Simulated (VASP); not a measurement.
# Ti (P6_3/mmc) in VASP: notebook, part 2 of 2

VASP 6.6.1.

## (3) Single point, LDA

The input, INCAR:

```
SYSTEM = Ti
PREC     = Accurate       ! precision mode
ENCUT    = 520            ! plane-wave cutoff, eV
EDIFF    = 1E-7           ! SCF threshold, eV
ISMEAR   = -1             ! smearing method
SIGMA    = 0.01           ! smearing width, eV
LREAL    = .False.        ! projectors in reciprocal space
LASPH    = .True.         ! aspherical terms in the spheres
NELM     = 60             ! most SCF steps
ALGO     = Normal         ! electronic algorithm
ISIF     = 2              ! what is computed and relaxed
LWAVE    = .False.        ! write WAVECAR
LCHARG   = .False.        ! write CHGCAR
NBANDS   = 19             ! bands
```

The input, KPOINTS:

```
Automatic mesh
0
Gamma
  13 13 7
  0 0 0
```

The input, POSCAR:

```
Ti
1.0
    2.8638698861      0.0000000000      0.0000000000
   -1.4319349430      2.4801840745      0.0000000000
    0.0000000000      0.0000000000      4.5399943151
Ti
2
Direct
    0.3333333333      0.6666666667      0.2500000000
    0.6666666667      0.3333333333      0.7500000000
```

Potentials or basis: VASP PAW LDA potentials, release 64 (Ti_sv).

Launch:

```
$ cat potpaw_LDA.64/Ti_sv/POTCAR > POTCAR
$ mpirun -np 1 vasp_std > vasp.out
```

OUTCAR:

```text
SYSTEM = Ti
   PREC = Accurate
   ENCUT = 520
   EDIFF = 1E-7
   ISMEAR = -1
   LREAL = .False.
   LASPH = .True.
   NELM = 60
   ISIF = 2

 ion  position               nearest neighbor table
   1  0.333  0.667  0.250-   2 2.81   2 2.81   2 2.81   2 2.81   2 2.81   2 2.81
   2  0.667  0.333  0.750-   1 2.81   1 2.81   1 2.81   1 2.81   1 2.81   1 2.81

  LATTYP: Found a hexagonal cell.
 ALAT       =     2.8638698861
 C/A-ratio  =     1.5852655657

  Lattice vectors:

 A1 = (   2.8638698861,   0.0000000000,   0.0000000000)
 A2 = (  -1.4319349430,   2.4801840745,   0.0000000000)
 A3 = (   0.0000000000,   0.0000000000,   4.5399943151)

Analysis of symmetry for initial positions (statically):
=====================================================================
 Subroutine PRICEL returns:
 Original cell was already a primitive cell.

 Routine SETGRP: Setting up the symmetry group for a
 hexagonal supercell.

 Subroutine GETGRP returns: Found 24 space group operations
 (whereof 12 operations were pure point group operations)
 out of a pool of 24 trial point group operations.

The static configuration has the point symmetry D_3d.
 The point group associated with its full space group is D_6h.

Analysis of symmetry for dynamics (positions and initial velocities):
=====================================================================
 Subroutine PRICEL returns:
 Original cell was already a primitive cell.

 Routine SETGRP: Setting up the symmetry group for a
 hexagonal supercell.

 Subroutine GETGRP returns: Found 24 space group operations
 (whereof 12 operations were pure point group operations)
 out of a pool of 24 trial point group operations.

The dynamic configuration has the point symmetry D_3d.
 The point group associated with its full space group is D_6h.

 Subroutine INISYM returns: Found 24 space group operations
 (whereof 12 operations are pure point group operations),
 and found     1 'primitive' translations

----------------------------------------------------------------------------------------

                                     Primitive cell

  volume of cell :      32.2472

  direct lattice vectors                    reciprocal lattice vectors
     2.863869886  0.000000000  0.000000000     0.349177875  0.201597940  0.000000000
    -1.431934943  2.480184074  0.000000000     0.000000000  0.403195880  0.000000000
     0.000000000  0.000000000  4.539994315     0.000000000  0.000000000  0.220264593

  length of vectors
     2.863869886  2.863869886  4.539994315     0.403195880  0.403195880  0.220264593

  position of ions in fractional coordinates (direct lattice)
     0.333333333  0.666666667  0.250000000
     0.666666667  0.333333333  0.750000000

  ion indices of the primitive-cell ions
   primitive index   ion index
                 1           1
                 2           2

----------------------------------------------------------------------------------------

 KPOINTS: Automatic mesh

Automatic generation of k-mesh.
 Grid dimensions read from file:
 generate k-points for:   13   13    7

 Generating k-lattice:

  Cartesian coordinates                     Fractional coordinates (reciprocal lattice)
     0.026859837  0.015507534  0.000000000     0.076923077  0.000000000  0.000000000
     0.000000000  0.031015068  0.000000000     0.000000000  0.076923077  0.000000000
     0.000000000  0.000000000  0.031466370     0.000000000  0.000000000  0.142857143

  Length of vectors
     0.031015068  0.031015068  0.031466370

  Shift w.r.t. Gamma in fractional coordinates (k-lattice)
     0.000000000  0.000000000  0.000000000

 Subroutine IBZKPT returns following result:
 ===========================================

 Found     84 irreducible k-points:

 Following reciprocal coordinates:
            Coordinates               Weight
  0.000000  0.000000  0.000000      1.000000
  0.076923  0.000000  0.000000      6.000000
  0.153846 -0.000000  0.000000      6.000000
  0.230769 -0.000000  0.000000      6.000000
  0.307692 -0.000000  0.000000      6.000000
  0.384615 -0.000000  0.000000      6.000000
[... 16 lines left out ...]
  0.076923  0.000000  0.142857     12.000000
  0.153846 -0.000000  0.142857     12.000000
 [... further k-points ...]
   k-points           NKPTS =     84   k-points in BZ     NKDIM =     84   number of bands    NBANDS=     19
   number of dos      NEDOS =    301   number of ions     NIONS =      2
   total plane-waves  NPLWV =  20736
   dimension x,y,z NGX =    24 NGY =   24 NGZ =   36
   dimension x,y,z NGXF=    48 NGYF=   48 NGZF=   72
   ions per type =               2
   NGX,Y,Z   is equivalent  to a cutoff of  13.93, 13.93, 13.18 a.u.
   NGXF,Y,Z  is equivalent  to a cutoff of  27.86, 27.86, 26.37 a.u.
 SYSTEM =  Ti
   PREC   = accura    normal or accurate (medium, high low for compatibility)
   ISTART =      0    job   : 0-new  1-cont  2-samecut
   ICHARG =      2    charge: 1-file 2-atom 10-const
   ISPIN  =      1    spin polarized calculation?
   LNONCOLLINEAR =      F non collinear calculations
   LSORBIT =      F    spin-orbit coupling
   LASPH  =      T    aspherical Exc in radial PAW
   ENCUT  =  520.0 eV  38.22 Ry    6.18 a.u.   5.32  5.32  8.44*2*pi/ulx,y,z
   NELM   =     60;   NELMIN=  2; NELMDL= -5     # of ELM steps
   EDIFF  = 0.1E-06   stopping-criterion for ELM
   LREAL  =      F    real-space projection
   EDIFFG = 0.1E-05   stopping-criterion for IOM
   NSW    =      0    number of steps for IOM
   IBRION =     -1    ionic relax: 0-MD 1-quasi-New 2-CG
   NFREE  =      0    steps in history (QN), initial steepest desc. (CG)
   ISIF   =      2    stress and relaxation
   ISYM   =      2    0-nonsym 1-usesym 2-fastsym
   POTIM  = 0.5000    time-step for ionic-motion
   TEBEG  =    0.0;   TEEND  =   0.0 temperature during run
   PSTRESS=    0.0 pullay stress
   NELECT =      24.0000    total number of electrons
   NUPDOWN=      -1.0000    fix difference up-down
   EMIN   =  10.00;   EMAX   =-10.00  energy-range for DOS
   EFERMI =   0.00;   METHOD = LEGACY
   ISMEAR =    -1;   SIGMA  =   0.01  broadening in eV -4-tet -1-fermi 0-gaus
   EFERMI_NEDOS =   21; number of points for ismear=-14 and -15
   IALGO  =     38    algorithm
   IMIX   =      4    mixing-type and parameters
     AMIX     =   0.40;   BMIX     =  1.00
     AMIX_MAG =   1.60;   BMIX_MAG =  1.00
  volume/ion in A,a.u.               =      16.12       108.81
  Fermi-wavevector in a.u.,A,eV,Ry     =   1.483592  2.803582 29.947028  2.201044
  Thomas-Fermi vector in A             =   2.597234
   LORBIT       =      0    0 simple, 1 ext, 2 COOP (PROOUT), +10 PAW based schemes
   GGA     = CA    functional components
   LHFCALC =     F    Hartree Fock is set to
   AEXX    =    0.0000 exact exchange contribution
   IVDW    =     0    specifies the selected vdW correction
   LEPSILON=     F    determine dielectric tensor
   LRPA    =     F    only Hartree local field effects (RPA)
 non-spin polarized calculation
  energy-cutoff  :      520.00
  volume of cell :       32.25
 maximum number of plane-waves:       883
 NGX is ok and might be reduce to    24
   NGX = 11   NGY = 11   NGZ = 17

 number of electron      24.0000004 magnetization

 Free energy of the ion-electron system (eV)
  ---------------------------------------------------
  ext. energy  EPLUGINS =         0.00000000
  ---------------------------------------------------
  free energy    TOTEN  =       -17.09811780 eV

  energy without entropy =      -17.09717552  energy(sigma->0) =      -17.09764666

 E-fermi :   8.9395     XC(G=0): -12.1450

 val. band max:        8.9341742763   @ k =   0.1538  -0.0000   0.1429
 cond. band min:       8.9503335803   @ k =   0.2308   0.2308   0.4286
 fundamental gap:      0.0161593040
 Fermi energy:         8.9394949830

 k-point     1 :       0.0000    0.0000    0.0000
  band No.  band energies     occupation
      1     -47.1496      2.00000
      2     -46.9554      2.00000
      3     -24.2227      2.00000
      4     -23.3919      2.00000
      5     -23.3919      2.00000
      6     -23.2969      2.00000
[... 11 lines left out ...]
     18      10.6164      0.00000
     19      12.3179      0.00000

 k-point     2 :       0.0769    0.0000    0.0000
  band No.  band energies     occupation
      1     -47.1413      2.00000
      2     -46.9521      2.00000
      3     -24.2056      2.00000
      4     -23.4273      2.00000
      5     -23.4037      2.00000
      6     -23.3040      2.00000
[... 476 lines left out ...]
 k-point    24 :       0.1538   -0.0000    0.1429
  band No.  band energies     occupation
      1     -47.1094      2.00000
      2     -46.9521      2.00000
      3     -24.1219      2.00000
      4     -23.5160      2.00000
      5     -23.4450      2.00000
      6     -23.4277      2.00000
[... 11 lines left out ...]
     18      10.8129      0.00000
     19      12.4733      0.00000

 [... further k-points ...]
[... 5 lines left out ...]
  --------------------------------------------------------------------------------------
  -------------------------------------------------------------------------------------
  Total       -0.1174532     -0.1174532      0.0131418     -0.0000000     -0.0000000      0.0000000
  in kB       -5.8355664     -5.8355664      0.6529393     -0.0000000     -0.0000000      0.0000000
  external PRESSURE =      -3.6727312 kB  Pullay stress =       0.0000000 kB

 VOLUME and BASIS-vectors are now :
 -----------------------------------------------------------------------------
  energy-cutoff  :      520.00
  volume of cell :       32.25
      direct lattice vectors                 reciprocal lattice vectors
     2.863869886  0.000000000  0.000000000     0.349177875  0.201597940  0.000000000
    -1.431934943  2.480184074  0.000000000     0.000000000  0.403195880  0.000000000
     0.000000000  0.000000000  4.539994315     0.000000000  0.000000000  0.220264593

 POSITION                                       TOTAL-FORCE (eV/Angst)
 -----------------------------------------------------------------------------------
     -0.00000      1.65346      1.13500         0.000000      0.000000      0.000000
      1.43193      0.82673      3.40500        -0.000000      0.000000      0.000000
 -----------------------------------------------------------------------------------
    total drift:                               -0.000000      0.000000     -0.000000

  FREE ENERGIE OF THE ION-ELECTRON SYSTEM (eV)
  ---------------------------------------------------
  free  energy   TOTEN  =       -17.0981178024 eV

  energy  without entropy=      -17.0971755229  energy(sigma->0) =      -17.09764666
```

Wall time 23 s (1 thread of Intel Xeon Platinum 8559C (Emerald Rapids), shared host); peak memory 0.16 GiB.

What came out:

* Free energy: -17.0981 eV
* Pressure: -0.4 GPa
* Band gap on the k mesh: zero (band 12 reaches 9.68 eV, above the bottom of band 13 at 8.59 eV)

Stress tensor (GPa, compression positive):
```
-0.58  0.00  0.00
 0.00 -0.58  0.00
 0.00  0.00  0.07
```

## (4) Single point, LDA

The input, INCAR:

```
PREC = Accurate ; ENCUT = 520
EDIFF = 1E-6 ; ISMEAR = -1
SIGMA = 0.03 ; LREAL = F
LASPH = T ; NELM = 100
ALGO = Normal ; ISIF = 2
LWAVE = F ; LCHARG = F
NBANDS = 19
```

The input, KPOINTS:

```
regular mesh
0
Gamma
  13 13 7
```

POSCAR is that of step 3.

Launch:

```
$ cat potpaw_LDA.64/Ti_sv/POTCAR > POTCAR
$ mpirun -np 1 vasp_std > vasp.out
```

It took 20 s on 1 thread of Intel Xeon Platinum 8559C (Emerald Rapids), shared host; peak memory 0.16 GiB.

The run converged. Its results:

```yaml
Free_energy: -17.1013 eV
Pressure: -0.2 GPa
Band_gap_on_the_k_mesh: zero (band 12 reaches 9.68 eV, above the bottom of band 13 at 8.59 eV)
```

Stress tensor (GPa, compression positive):
```
-0.42  0.00  0.00
 0.00 -0.42  0.00
 0.00  0.00  0.09
```

Levels at points of the mesh, in eV from the Fermi level:
```tsv
k point	band 8	band 9	band 10	band 11	band 12	band 13	band 14	band 15	band 16	band 17
(0.00, 0.00, 0.00)	-32.19	-6.31	-2.89	0.76	0.76	0.89	1.08	1.31	1.31	1.69
```

## (5) The runs side by side

```csv
smearing,gap on the mesh (eV),pressure (GPa)
fermi-dirac 0.1 eV,none,-0.2
fermi-dirac 0.01 eV,none,-0.4
fermi-dirac 0.03 eV,none,-0.2
```

Alike in all rows: task single point; level LDA; potentials or basis VASP PAW LDA potentials, release 64 (Ti_sv); no spin polarisation; cell as given; k mesh 13 × 13 × 7; cutoff (eV) 520.

Every run on the cell as given and a fine mesh finds a metal.

Absolute energies hang on the potentials; compare differences alone.
